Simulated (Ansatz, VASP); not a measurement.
## One calculation of AlGaN2, two programs

The input POSCAR:

```
AlGaN2
1.0
    3.2351033602      0.0000000000      0.0000000000
    0.0000000000      3.2351033602      0.0000000000
    0.0000000000      0.0000000000      4.4901955091
Al Ga N
1 1 2
Direct
    0.5000000000      0.5000000000      0.5000000000
    0.0000000000      0.0000000000      0.0000000000
    0.5000000000      0.0000000000      0.7382648100
    0.0000000000      0.5000000000      0.2617351900
```

INCAR.step1

```
SYSTEM = AlGaN2
PREC     = Accurate       ! precision mode
ENCUT    = 910            ! plane-wave cutoff, eV
ISMEAR   = 0              ! smearing method
SIGMA    = 0.05           ! smearing width, eV
LREAL    = .False.        ! projectors in reciprocal space
LASPH    = .True.         ! aspherical terms in the spheres
NELM     = 120            ! most SCF steps
NBANDS   = 21             ! bands
GGA      = PE             ! functional
ALGO     = Normal         ! electronic algorithm
EDIFF    = 1E-5           ! SCF threshold, eV
LWAVE    = .True.         ! write WAVECAR
LCHARG   = .False.        ! write CHGCAR
GGA_COMPAT= .False.
```

The input INCAR.step2:

```
SYSTEM = AlGaN2
PREC     = Accurate       ! precision mode
ENCUT    = 910            ! plane-wave cutoff, eV
EDIFF    = 1E-6           ! SCF threshold, eV
ISMEAR   = 0              ! smearing method
SIGMA    = 0.05           ! smearing width, eV
LREAL    = .False.        ! projectors in reciprocal space
LASPH    = .True.         ! aspherical terms in the spheres
NELM     = 120            ! most SCF steps
ALGO     = Normal         ! electronic algorithm
ISIF     = 2              ! what is computed and relaxed
LWAVE    = .False.        ! write WAVECAR
LCHARG   = .False.        ! write CHGCAR
METAGGA  = R2SCAN         ! meta-GGA
LMIXTAU  = .True.       
NBANDS   = 21             ! bands
ISTART   = 1            
GGA_COMPAT= .False.
```

Contents of KPOINTS:

```
Automatic mesh
0
Gamma
  8 8 6
  0 0 0
```

Input for Ansatz:

```yaml
crystal:
  lattice:
    - [3.2351033602, 0.0, 0.0]
    - [0.0, 3.2351033602, 0.0]
    - [0.0, 0.0, 4.4901955091]
  atoms:
    - { symbol: Al, position: [0.5, 0.5, 0.5] }
    - { symbol: Ga, position: [0.0, 0.0, 0.0] }
    - { symbol: "N", position: [0.5, 0.0, 0.73826481] }
    - { symbol: "N", position: [0.0, 0.5, 0.26173519] }
basis:
  ecutwfc: 500
kpoints:
  mp_grid: { grid: [8, 8, 6] }
hamiltonian:
  xc: r2scan
scf:
  occupations: { method: gaussian, width: 0.05 }
output:
  forces: true
  stress: true
  eigenvalues: true
```

Change from the starting cell: strain +0.030 along x and y, +0.015 along z, atoms carried along.

Alike in both runs: task single point; functional r2SCAN; k mesh 8 × 8 × 6; occupations gaussian, width 0.05 eV; no spin polarisation.

```csv
,VASP,Ansatz
version,VASP 6.6.1,Ansatz 0.2.0
potentials or method,"VASP PAW PBE potentials, release 64 (Al, Ga_d, N_h), cutoff 910 eV","scalar-relativistic, plane waves, PAW"
valence electrons in the cell,26,26
```

```csv
,VASP,Ansatz,Ansatz less VASP
gap on the k mesh at the Fermi level (eV),2.81,2.81,-0.007
least direct gap on the mesh (eV),2.81,2.81,-0.007
rms of the force components (eV/Å),0.008,0.024,+0.0165
```

VASP's potentials were made for PBE, not for r2SCAN. Atom by atom the forces differ by 0.032 eV/Å (rms over components).

Noted on VASP's run: the cutoff is short for stress, so the pressure is rough.
